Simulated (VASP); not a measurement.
# AlN (P6_3mc) in VASP: notebook

Aim: see how the results for AlN move with the level of theory and the settings. Levels: r2SCAN, PBE. Tasks: single point.

Program: VASP 6.6.1. These are calculated values, not measurements. Logs are shortened: lines on timing, memory, paths and dates and some standing lists are left out, and cuts for length are marked.

## Step 1: The cell of the first run

The structure is hexagonal, space group P6_3mc (No. 186). Conventional cell: a = 3.107 Å, b = 3.107 Å, c = 4.979 Å, α = 90.00°, β = 90.00°, γ = 120.00°. Al (site symmetry 3m) has 4 N at 1.89 to 1.90 Å within 2.5 Å. Within 2.5 Å of N (site symmetry 3m) lie 4 Al at 1.89 to 1.90 Å.

## Step 2: Single point, r2SCAN

POSCAR

```
AlN
1.0
    3.1066937589      0.0000000000      0.0000000000
   -1.5533468794      2.6904757169      0.0000000000
    0.0000000000      0.0000000000      4.9785915513
Al N
2 2
Direct
    0.3333333333      0.6666666667     -0.0032954729
    0.6666666667      0.3333333333      0.4967045271
    0.3333333333      0.6666666667      0.3782954729
    0.6666666667      0.3333333333      0.8782954729
```

INCAR.step1

```
SYSTEM = AlN
PREC = Accurate
ENCUT = 520
ISMEAR = 0
SIGMA = 0.01
LREAL = .FALSE.
LASPH = .TRUE.
NELM = 100
NBANDS = 16
GGA = PE
ALGO = Normal
EDIFF = 1E-4
LWAVE = .TRUE.
LCHARG = .FALSE.
```

INCAR.step2

```
SYSTEM = AlN
PREC = Accurate
ENCUT = 520
EDIFF = 1E-6
ISMEAR = 0
SIGMA = 0.01
LREAL = .FALSE.
LASPH = .TRUE.
NELM = 100
ALGO = Normal
ISIF = 2
LWAVE = .FALSE.
LCHARG = .FALSE.
METAGGA = R2SCAN
LMIXTAU = .TRUE.
NBANDS = 16
ISTART = 1
```

KPOINTS

```
Automatic mesh
0
G
  9 9 4
  0 0 0
```

Potentials or basis: VASP PAW PBE potentials, release 64 (Al, N).

Started as:

```
$ cat potpaw_PBE.64/Al/POTCAR potpaw_PBE.64/N/POTCAR > POTCAR
$ cp INCAR.step1 INCAR
$ mpirun -np 1 vasp_std > vasp.out
$ cp INCAR.step2 INCAR
$ mpirun -np 1 vasp_std > vasp.out
```

OUTCAR:

```text
SYSTEM = AlN
   PREC = Accurate
   ENCUT = 520
   EDIFF = 1E-6
   ISMEAR = 0
   LREAL = .FALSE.
   LASPH = .TRUE.
   NELM = 100
   ISIF = 2
   METAGGA = R2SCAN
   ISTART = 1

 ion  position               nearest neighbor table
   1  0.333  0.667  0.997-   4 1.89   4 1.89   4 1.89   3 1.90   2 3.07   2 3.07   2 3.07   2 3.07
                             2 3.07   2 3.07
   2  0.667  0.333  0.497-   3 1.89   3 1.89   3 1.89   4 1.90   1 3.07   1 3.07   1 3.07   1 3.07
                             1 3.07   1 3.07
   3  0.333  0.667  0.378-   2 1.89   2 1.89   2 1.89   1 1.90
   4  0.667  0.333  0.878-   1 1.89   1 1.89   1 1.89   2 1.90

  LATTYP: Found a hexagonal cell.
 ALAT       =     3.1066937589
 C/A-ratio  =     1.6025369533

  Lattice vectors:

 A1 = (   3.1066937589,   0.0000000000,   0.0000000000)
 A2 = (  -1.5533468794,   2.6904757169,   0.0000000000)
 A3 = (   0.0000000000,   0.0000000000,   4.9785915513)

Analysis of symmetry for initial positions (statically):
=====================================================================
 Subroutine PRICEL returns:
 Original cell was already a primitive cell.

 Routine SETGRP: Setting up the symmetry group for a
 hexagonal supercell.

 Subroutine GETGRP returns: Found 12 space group operations
 (whereof  6 operations were pure point group operations)
 out of a pool of 24 trial point group operations.

The static configuration has the point symmetry C_3v.
 The point group associated with its full space group is C_6v.

Analysis of symmetry for dynamics (positions and initial velocities):
=====================================================================
 Subroutine PRICEL returns:
 Original cell was already a primitive cell.

 Routine SETGRP: Setting up the symmetry group for a
 hexagonal supercell.

 Subroutine GETGRP returns: Found 12 space group operations
 (whereof  6 operations were pure point group operations)
 out of a pool of 24 trial point group operations.

The dynamic configuration has the point symmetry C_3v.
 The point group associated with its full space group is C_6v.

 Subroutine INISYM returns: Found 12 space group operations
 (whereof  6 operations are pure point group operations),
 and found     1 'primitive' translations

----------------------------------------------------------------------------------------

                                     Primitive cell

  volume of cell :      41.6135

  direct lattice vectors                    reciprocal lattice vectors
     3.106693759  0.000000000  0.000000000     0.321885605  0.185840741  0.000000000
    -1.553346879  2.690475717  0.000000000     0.000000000  0.371681481  0.000000000
     0.000000000  0.000000000  4.978591551     0.000000000  0.000000000  0.200860020

  length of vectors
     3.106693759  3.106693759  4.978591551     0.371681481  0.371681481  0.200860020

  position of ions in fractional coordinates (direct lattice)
     0.333333333  0.666666667  0.996704527
     0.666666667  0.333333333  0.496704527
     0.333333333  0.666666667  0.378295473
     0.666666667  0.333333333  0.878295473

  ion indices of the primitive-cell ions
   primitive index   ion index
                 1           1
                 2           2
                 3           3
                 4           4

----------------------------------------------------------------------------------------

 KPOINTS: Automatic mesh

Automatic generation of k-mesh.
 Grid dimensions read from file:
 generate k-points for:    9    9    4

 Generating k-lattice:

  Cartesian coordinates                     Fractional coordinates (reciprocal lattice)
     0.035765067  0.020648971  0.000000000     0.111111111  0.000000000  0.000000000
     0.000000000  0.041297942  0.000000000     0.000000000  0.111111111  0.000000000
     0.000000000  0.000000000  0.050215005     0.000000000  0.000000000  0.250000000

  Length of vectors
     0.041297942  0.041297942  0.050215005

  Shift w.r.t. Gamma in fractional coordinates (k-lattice)
     0.000000000  0.000000000  0.000000000

 Subroutine IBZKPT returns following result:
 ===========================================

 Found     36 irreducible k-points:

 Following reciprocal coordinates:
            Coordinates               Weight
  0.000000  0.000000  0.000000      1.000000
  0.111111 -0.000000  0.000000      6.000000
  0.222222 -0.000000  0.000000      6.000000
  0.333333  0.000000  0.000000      6.000000
  0.444444 -0.000000  0.000000      6.000000
  0.111111  0.111111  0.000000      6.000000
[... 16 lines left out ...]
  0.333333  0.222222  0.250000     24.000000
  0.333333  0.333333  0.250000      4.000000
 [... further k-points ...]
   k-points           NKPTS =     36   k-points in BZ     NKDIM =     36   number of bands    NBANDS=     16
   number of dos      NEDOS =    301   number of ions     NIONS =      4
   total plane-waves  NPLWV =  23040
   dimension x,y,z NGX =    24 NGY =   24 NGZ =   40
   dimension x,y,z NGXF=    48 NGYF=   48 NGZF=   80
   ions per type =               2   2
   NGX,Y,Z   is equivalent  to a cutoff of  12.84, 12.84, 13.36 a.u.
   NGXF,Y,Z  is equivalent  to a cutoff of  25.69, 25.69, 26.71 a.u.
 SYSTEM =  AlN
   PREC   = accura    normal or accurate (medium, high low for compatibility)
   ISTART =      1    job   : 0-new  1-cont  2-samecut
   ICHARG =      0    charge: 1-file 2-atom 10-const
   ISPIN  =      1    spin polarized calculation?
   LNONCOLLINEAR =      F non collinear calculations
   LSORBIT =      F    spin-orbit coupling
   LASPH  =      T    aspherical Exc in radial PAW
   ENCUT  =  520.0 eV  38.22 Ry    6.18 a.u.   5.78  5.78  9.26*2*pi/ulx,y,z
   NELM   =    100;   NELMIN=  2; NELMDL=  0     # of ELM steps
   EDIFF  = 0.1E-05   stopping-criterion for ELM
   LREAL  =      F    real-space projection
   EDIFFG = 0.1E-04   stopping-criterion for IOM
   NSW    =      0    number of steps for IOM
   IBRION =     -1    ionic relax: 0-MD 1-quasi-New 2-CG
   NFREE  =      0    steps in history (QN), initial steepest desc. (CG)
   ISIF   =      2    stress and relaxation
   ISYM   =      2    0-nonsym 1-usesym 2-fastsym
   POTIM  = 0.5000    time-step for ionic-motion
   TEBEG  =    0.0;   TEEND  =   0.0 temperature during run
   PSTRESS=    0.0 pullay stress
   NELECT =      16.0000    total number of electrons
   NUPDOWN=      -1.0000    fix difference up-down
   EMIN   =  10.00;   EMAX   =-10.00  energy-range for DOS
   EFERMI =   0.00;   METHOD = LEGACY
   ISMEAR =     0;   SIGMA  =   0.01  broadening in eV -4-tet -1-fermi 0-gaus
   EFERMI_NEDOS =   21; number of points for ismear=-14 and -15
   IALGO  =     38    algorithm
   IMIX   =      4    mixing-type and parameters
     AMIX     =   0.40;   BMIX     =  1.00
     AMIX_MAG =   1.60;   BMIX_MAG =  1.00
  volume/ion in A,a.u.               =      10.40        70.21
  Fermi-wavevector in a.u.,A,eV,Ry     =   1.190429  2.249585 19.281103  1.417121
  Thomas-Fermi vector in A             =   2.326514
   LORBIT       =      0    0 simple, 1 ext, 2 COOP (PROOUT), +10 PAW based schemes
   METAGGA = R2SCAN    functional components
   LHFCALC =     F    Hartree Fock is set to
   AEXX    =    0.0000 exact exchange contribution
   IVDW    =     0    specifies the selected vdW correction
   LEPSILON=     F    determine dielectric tensor
   LRPA    =     F    only Hartree local field effects (RPA)
 non-spin polarized calculation
 Gauss-broadening in eV      SIGMA  =   0.01
  energy-cutoff  :      520.00
  volume of cell :       41.61
 maximum number of plane-waves:      1152
 NGX is ok and might be reduce to    24
   NGX = 11   NGY = 11   NGZ = 19

 number of electron      15.9999997 magnetization

 Free energy of the ion-electron system (eV)
  ---------------------------------------------------
  ext. energy  EPLUGINS =         0.00000000
  ---------------------------------------------------
  free energy    TOTEN  =       -38.45673265 eV

  energy without entropy =      -38.45673265  energy(sigma->0) =      -38.45673265

 E-fermi :   6.0219     XC(G=0): -11.4166

 val. band max:        5.9175950658   @ k =   0.0000   0.0000   0.0000
 cond. band min:      10.8381323083   @ k =   0.0000   0.0000   0.0000
 fundamental gap:      4.9205372424
 Fermi energy:         6.0219282092

 k-point     1 :       0.0000    0.0000    0.0000
  band No.  band energies     occupation
      1     -10.0625      2.00000
      2      -7.9407      2.00000
      3      -0.1515      2.00000
      4       5.0336      2.00000
      5       5.0336      2.00000
      6       5.6944      2.00000
[... 8 lines left out ...]
     15      20.0417      0.00000
     16      20.0418      0.00000

 k-point     2 :       0.1111   -0.0000    0.0000
  band No.  band energies     occupation
      1      -9.9048      2.00000
      2      -7.8533      2.00000
      3       0.0394      2.00000
      4       4.3333      2.00000
      5       4.8326      2.00000
      6       5.0266      2.00000
[... 8 lines left out ...]
     15      19.8901      0.00000
     16      20.0110      0.00000

 k-point     3 :       0.2222   -0.0000    0.0000
  band No.  band energies     occupation
      1      -9.4587      2.00000
      2      -7.6354      2.00000
      3       0.5928      2.00000
      4       2.8217      2.00000
      5       3.7548      2.00000
      6       4.4186      2.00000
[... 8 lines left out ...]
     15      19.1233      0.00000
     16      19.8002      0.00000

 k-point     4 :       0.3333    0.0000    0.0000
  band No.  band energies     occupation
      1      -8.8217      2.00000
      2      -7.4263      2.00000
      3       1.3718      2.00000
      4       1.4370      2.00000
      5       2.5508      2.00000
      6       4.0323      2.00000
[... 8 lines left out ...]
     15      19.0599      0.00000
     16      21.4263      0.00000

 k-point     5 :       0.4444   -0.0000    0.0000
  band No.  band energies     occupation
      1      -8.2280      2.00000
      2      -7.4021      2.00000
      3       0.5161      2.00000
      4       1.7982      2.00000
      5       2.3359      2.00000
      6       3.8099      2.00000
[... 8 lines left out ...]
     15      19.6545      0.00000
     16      22.2875      0.00000

 k-point     6 :       0.1111    0.1111    0.0000
  band No.  band energies     occupation
      1      -9.6024      2.00000
      2      -7.7000      2.00000
      3       0.4119      2.00000
      4       3.5007      2.00000
      5       3.7147      2.00000
      6       4.7757      2.00000
[... 8 lines left out ...]
     15      19.3795      0.00000
     16      20.0100      0.00000
[... 267 lines left out ...]
 k-point    21 :       0.4444    0.1111    0.2500
  band No.  band energies     occupation
      1      -7.9392      2.00000
      2      -7.4965      2.00000
      3       0.3018      2.00000
      4       1.1161      2.00000
      5       3.0198      2.00000
      6       3.8814      2.00000
[... 8 lines left out ...]
     15      19.6680      0.00000
     16      21.9021      0.00000

 k-point    22 :       0.2222    0.2222    0.2500
  band No.  band energies     occupation
      1      -8.3348      2.00000
      2      -7.5341      2.00000
      3       1.1005      2.00000
      4       1.4249      2.00000
      5       3.1300      2.00000
      6       3.2742      2.00000
[... 8 lines left out ...]
     15      19.1344      0.00000
     16      21.5794      0.00000

 k-point    23 :       0.3333    0.2222    0.2500
  band No.  band energies     occupation
      1      -7.8623      2.00000
      2      -7.4663      2.00000
      3       0.7907      2.00000
      4       1.3143      2.00000
      5       2.3096      2.00000
      6       3.4493      2.00000
[... 8 lines left out ...]
     15      19.7918      0.00000
     16      21.9469      0.00000

 k-point    24 :       0.3333    0.3333    0.2500
  band No.  band energies     occupation
      1      -7.5691      2.00000
      2      -7.5691      2.00000
      3       1.2872      2.00000
      4       1.4508      2.00000
      5       1.4508      2.00000
      6       2.9123      2.00000
[... 8 lines left out ...]
     15      19.9889      0.00000
     16      22.5548      0.00000

 [... further k-points ...]

------------------------ aborting loop because EDIFF is reached ----------------------------------------

  FORCE on cell =-STRESS in cart. coord.  units (eV):
  Direction    XX          YY          ZZ          XY          YZ          ZX
  --------------------------------------------------------------------------------------
  -------------------------------------------------------------------------------------
  Total       -0.1036819     -0.1036819     -0.0986305     -0.0000000      0.0000000      0.0000000
  in kB       -3.9918999     -3.9918999     -3.7974142     -0.0000000      0.0000000      0.0000000
  external PRESSURE =      -3.9270713 kB  Pullay stress =       0.0000000 kB

 VOLUME and BASIS-vectors are now :
 -----------------------------------------------------------------------------
  energy-cutoff  :      520.00
  volume of cell :       41.61
      direct lattice vectors                 reciprocal lattice vectors
     3.106693759  0.000000000  0.000000000     0.321885605  0.185840741  0.000000000
    -1.553346879  2.690475717  0.000000000     0.000000000  0.371681481  0.000000000
     0.000000000  0.000000000  4.978591551     0.000000000  0.000000000  0.200860020

 POSITION                                       TOTAL-FORCE (eV/Angst)
 -----------------------------------------------------------------------------------
     -0.00000      1.79365      4.96218        -0.000000     -0.000000     -0.002180
      1.55335      0.89683      2.47289        -0.000000      0.000000     -0.002180
     -0.00000      1.79365      1.88338         0.000000     -0.000000      0.002180
      1.55335      0.89683      4.37267         0.000000     -0.000000      0.002180
 -----------------------------------------------------------------------------------
    total drift:                               -0.000000     -0.000000     -0.017425

  FREE ENERGIE OF THE ION-ELECTRON SYSTEM (eV)
  ---------------------------------------------------
  free  energy   TOTEN  =       -38.4567326514 eV

  energy  without entropy=      -38.4567326514  energy(sigma->0) =      -38.45673265
```

Run time: 54 s. Hardware: 1 thread of AMD EPYC 9R45 (Zen 5), shared host; peak memory 0.14 GiB.

What came out:

| Item | Value |
| --- | --- |
| Free energy | -38.4567 eV |
| Pressure | -0.4 GPa |
| Band gap on the k mesh | 4.92 eV, direct |

Forces in eV/Å, atoms in the order of the input:
```
Al   0.000  0.000 -0.002
Al   0.000  0.000 -0.002
N    0.000  0.000  0.002
N    0.000  0.000  0.002
```

Levels at points of the mesh, in eV from the valence-band top:
| k point | band 4 | band 5 | band 6 | band 7 | band 8 | band 9 | band 10 | band 11 | band 12 | band 13 |
| --- | --- | --- | --- | --- | --- | --- | --- | --- | --- | --- |
| (0.00, 0.00, 0.00) | -0.88 | -0.88 | -0.22 | -0.22 | 0.00 | 4.92 | 7.54 | 11.62 | 12.04 | 12.04 |
| (0.00, 0.00, 0.50) | -3.37 | -0.56 | -0.56 | -0.56 | -0.56 | 7.26 | 7.26 | 11.32 | 11.32 | 12.36 |

Caveat: the PAW data sets were made with another functional, which shifts forces and pressure a little.

## Step 3: Single point, r2SCAN (volume changed by +3%)

POSCAR

```
AlN
1.0
    3.1374551036      0.0000000000      0.0000000000
   -1.5687275518      2.7171158229      0.0000000000
    0.0000000000      0.0000000000      5.0278877429
Al N
2 2
Direct
    0.3333333333      0.6666666667     -0.0032954729
    0.6666666667      0.3333333333      0.4967045271
    0.3333333333      0.6666666667      0.3782954729
    0.6666666667      0.3333333333      0.8782954729
```

INCAR.step1

```
SYSTEM = AlN
PREC = Accurate ; ENCUT = 520
ISMEAR = 0 ; SIGMA = 0.01
LREAL = .FALSE. ; LASPH = .TRUE.
NELM = 100 ; NBANDS = 16
GGA = PE ; ALGO = Normal
EDIFF = 1E-4 ; LWAVE = .TRUE.
LCHARG = .FALSE.
```

INCAR.step2

```
SYSTEM = AlN
PREC = Accurate ; ENCUT = 520
EDIFF = 1E-7 ; ISMEAR = 0
SIGMA = 0.01 ; LREAL = .FALSE.
LASPH = .TRUE. ; NELM = 100
ALGO = Normal ; ISIF = 2
LWAVE = .FALSE. ; LCHARG = .TRUE.
METAGGA = R2SCAN ; LMIXTAU = .TRUE.
LELF = .TRUE. ; LVHAR = .TRUE.
NBANDS = 16 ; ISTART = 1
```

KPOINTS

```
regular mesh
0
G
  9 9 4
  0 0 0
```

Potentials or basis: VASP PAW PBE potentials, release 64 (Al, N).

Started as:

```
$ cat potpaw_PBE.64/Al/POTCAR potpaw_PBE.64/N/POTCAR > POTCAR
$ cp INCAR.step1 INCAR
$ mpirun -np 1 vasp_std > vasp.out
$ cp INCAR.step2 INCAR
$ mpirun -np 1 vasp_std > vasp.out
```

Run time: 62 s. Hardware: 1 thread of AMD EPYC 9R45 (Zen 5), shared host; peak memory 0.14 GiB.

The run converged. Its results:

| Property | Result |
| --- | --- |
| Free energy | -38.4315 eV |
| Pressure | -6.3 GPa |
| Largest force | 0.011 eV/Å |
| Band gap on the k mesh | 4.65 eV, direct |

Forces on the atoms (eV/Å):
```
Al   0.000  0.000  0.011
Al   0.000  0.000  0.011
N    0.000  0.000 -0.011
N    0.000  0.000 -0.011
```

Stress tensor (GPa, compression positive):
```
-6.43  0.00  0.00
 0.00 -6.43  0.00
 0.00  0.00 -6.00
```

Levels at points of the mesh, in eV from the valence-band top:
| k point | band 5 | band 6 | band 7 | band 8 | band 9 | band 10 | band 11 | band 12 |
| --- | --- | --- | --- | --- | --- | --- | --- | --- |
| (0.00, 0.00, 0.00) | -0.87 | -0.22 | -0.22 | 0.00 | 4.65 | 7.27 | 11.36 | 11.82 |
| (0.00, 0.00, 0.50) | -0.55 | -0.55 | -0.55 | -0.55 | 6.99 | 6.99 | 11.06 | 11.06 |

Caveat: the PAW data sets were made with another functional, which shifts forces and pressure a little.

## Step 4: Single point, r2SCAN (volume changed by +6%)

POSCAR

```
AlN
1.0
    3.1676247919      0.0000000000      0.0000000000
   -1.5838123959      2.7432435394      0.0000000000
    0.0000000000      0.0000000000      5.0762357833
Al N
2 2
Direct
    0.3333333333      0.6666666667     -0.0032954729
    0.6666666667      0.3333333333      0.4967045271
    0.3333333333      0.6666666667      0.3782954729
    0.6666666667      0.3333333333      0.8782954729
```

INCAR.step1

```
SYSTEM = AlN
PREC = Accurate
ENCUT = 520
ISMEAR = 0
SIGMA = 0.01
LREAL = .False.
LASPH = .True.
NELM = 60
NBANDS = 16
GGA = PE
ALGO = Normal
EDIFF = 1E-4
LWAVE = .True.
LCHARG = .False.
```

INCAR.step2

```
SYSTEM = AlN
PREC = Accurate
ENCUT = 520
EDIFF = 1E-6
ISMEAR = 0
SIGMA = 0.01
LREAL = .False.
LASPH = .True.
NELM = 60
ALGO = Normal
ISIF = 2
LWAVE = .False.
LCHARG = .False.
METAGGA = R2SCAN
LMIXTAU = .True.
NBANDS = 16
ISTART = 1
```

KPOINTS

```
Automatic mesh
0
Gamma
  9 9 4
  0 0 0
```

Started as:

```
$ cat potpaw_PBE.64/Al/POTCAR potpaw_PBE.64/N/POTCAR > POTCAR
$ cp INCAR.step1 INCAR
$ mpirun -np 1 vasp_std > vasp.out
$ cp INCAR.step2 INCAR
$ mpirun -np 1 vasp_std > vasp.out
```

Run time: 53 s. Hardware: 1 thread of AMD EPYC 9R45 (Zen 5), shared host; peak memory 0.14 GiB.

Results (log left out):

```
Free energy            : -38.3631 eV
Pressure               : -11.4 GPa
Largest force          : 0.022 eV/Å
Band gap on the k mesh : 4.39 eV, direct
```

Forces on the atoms (eV/Å):
```
Al   0.000  0.000  0.022
Al   0.000  0.000  0.022
N    0.000  0.000 -0.022
N    0.000  0.000 -0.022
```

Stress tensor (GPa, compression positive):
```
-11.65   0.00   0.00
  0.00 -11.65   0.00
  0.00   0.00 -10.88
```

Levels at points of the mesh, in eV from the valence-band top:
| k point | band 5 | band 6 | band 7 | band 8 | band 9 | band 10 | band 11 | band 12 |
| --- | --- | --- | --- | --- | --- | --- | --- | --- |
| (0.00, 0.00, 0.00) | -0.86 | -0.21 | -0.21 | 0.00 | 4.39 | 7.01 | 11.12 | 11.61 |
| (0.00, 0.00, 0.50) | -0.54 | -0.54 | -0.54 | -0.54 | 6.73 | 6.73 | 10.82 | 10.82 |

Caveat: the PAW data sets were made with another functional, which shifts forces and pressure a little.

[end of part 1 of 2]
